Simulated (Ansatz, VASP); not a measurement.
## One calculation of GeOs, two programs

Contents of POSCAR:

```
GeOs
1.0
    1.8611750000      3.2236470000      0.0000000000
   -1.8611750000      3.2236470000      0.0000000000
    0.0000000000      0.0000000000      5.1067800000
Ge Os
2 2
Direct
    0.3333000000      0.3334000000      0.2500000000
    0.6666000000      0.6667000000      0.7500000000
    0.0000000000      0.0000000000      0.0000000000
    0.0000000000      0.0000000000      0.5000000000
```

The input INCAR.step1:

```
PREC = Accurate
ENCUT = 660
ISMEAR = -1
SIGMA = 0.1
LREAL = F
LASPH = T
NELM = 120
NBANDS = 30
GGA = PE
ALGO = Normal
EDIFF = 1E-5
LWAVE = T
LCHARG = F
GGA_COMPAT = F
```

The input INCAR.step2:

```
PREC = Accurate
ENCUT = 660
EDIFF = 1E-6
ISMEAR = -1
SIGMA = 0.1
LREAL = F
LASPH = T
NELM = 120
ALGO = Normal
ISIF = 2
LWAVE = F
LCHARG = F
METAGGA = R2SCAN
LMIXTAU = T
NBANDS = 30
ISTART = 1
GGA_COMPAT = F
```

The input KPOINTS:

```
regular mesh
0
Gamma
  10 10 7
```

Input for Ansatz:

```yaml
crystal:
  lattice:
    - [1.861175, 3.223647, 0.0]
    - [-1.861175, 3.223647, 0.0]
    - [0.0, 0.0, 5.10678]
  atoms:
    - { symbol: Ge, position: [0.3333, 0.3334, 0.25] }
    - { symbol: Ge, position: [0.6666, 0.6667, 0.75] }
    - { symbol: Os, position: [0.0, 0.0, 0.0] }
    - { symbol: Os, position: [0.0, 0.0, 0.5] }
  symmetry: { tolerance: 0.0003 }
kpoints:
  mp_grid: { grid: [10, 10, 7], shift: [0, 0, 0] }
  band_path:
    path:
      - [0.0, 0.0, 0.0]
      - [0.49999995, -2.1e-07, 0.0]
      - [0.66666646, 0.33333302, 0.0]
      - [0.0, 0.0, 0.0]
      - [0.0, 0.0, 0.5]
      - [0.49999995, -2.1e-07, 0.5]
      - [0.66666646, 0.33333302, 0.5]
      - [0.0, 0.0, 0.5]
      - [0.49999995, -2.1e-07, 0.5]
      - [0.49999995, -2.1e-07, 0.0]
      - [0.66666646, 0.33333302, 0.5]
    npoints: 6
magnetization:
  spin_polarized: false
scf:
  occupations: { method: fermi_dirac }
  lower_state_search: "off"
  max_iter: 200
hamiltonian:
  pseudopotentials: { kind: paw }
  xc: r2scan
basis:
  ecutwfc: 500
  fft_grid_basis: typed
output:
  forces: true
  stress: true
  eigenvalues: true
  bader: true
  populations: true
  elf: true
  write_potential: true
  volumetric_format: npy
  dos:
    e_range: [-12, 8]
    de: 0.05
    projected: { site_lists: { Ge: [Ge], Os: [Os] } }
checkpoint:
  read: saved_state
```

Alike in both runs: task single point; functional r2SCAN; k mesh 10 × 10 × 7; no spin polarisation.

|  | VASP | Ansatz |
| --- | --- | --- |
| version | VASP 6.6.1 | Ansatz 0.2.0 |
| potentials or method | VASP PAW PBE potentials, release 64 (Ge_d, Os), cutoff 660 eV | PAW plane waves |
| occupations | fermi-dirac, width 0.1 eV | fermi-dirac |
| valence electrons in the cell | 44 | 60 |

```csv
,VASP,Ansatz,Ansatz less VASP
pressure (GPa),18.9,18.0,-0.88
"traceless stress, the component that is largest in VASP (GPa)",-2.12,-2.41,-0.294
```

VASP's potentials were made for PBE, not for r2SCAN. VASP's potentials hold 44 valence electrons a cell and Ansatz's 60, so a difference there can come from the potentials and not from the codes. Ansatz's warnings: structure snapped to symmetry.

Spin-orbit coupling is off throughout.
